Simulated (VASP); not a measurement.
Wanted: the native input for a VASP 6.6.1 run.

```
Task                   : single point
Functional             : PBEsol
Potentials or basis    : VASP PAW PBE potentials, release 64 (Ga_d)
Cutoff                 : 520 eV
k mesh                 : 8 × 8 × 8
Occupations            : gaussian, width 0.1 eV
Spin                   : no spin polarisation
Dipole correction      : no
Further INCAR settings : ALGO = Normal; EDIFF = 1e-07; NBANDS = 12
```

The structure of Ga lies in POSCAR:

```
Ga
1.0
   -1.6535411112      1.6535411112      1.6535411112
    1.6535411112     -1.6535411112      1.6535411112
    1.6535411112      1.6535411112     -1.6535411112
Ga
1
Direct
    0.0000000000      0.0000000000      0.0000000000
```

These files were run (other wordings do the same):

INCAR

```
SYSTEM = Ga
PREC = Accurate
ENCUT = 520
EDIFF = 1E-7
ISMEAR = 0
SIGMA = 0.1
LREAL = .FALSE.
LASPH = .TRUE.
NELM = 80
ALGO = Normal
ISIF = 2
LWAVE = .FALSE.
LCHARG = .TRUE.
GGA = PS
LELF = .TRUE.
LVHAR = .TRUE.
NBANDS = 12
```

KPOINTS

```
regular mesh
0
G
  8 8 8
  0 0 0
```

Potentials or basis: VASP PAW PBE potentials, release 64 (Ga_d).

Command:

```bash
$ cat potpaw_PBE.64/Ga_d/POTCAR > POTCAR
$ mpirun -np 1 vasp_std > vasp.out
```

Results of the run:

| Item | Value |
| --- | --- |
| Pressure | 0.0 GPa |

Caveat: the PAW data sets were made with another functional, which shifts forces and pressure a little.

Run time: 2.9 s on 1 thread of Intel(R) Xeon(R) 6975P-C (Granite Rapids), on a shared host, peak memory 0.13 GiB.
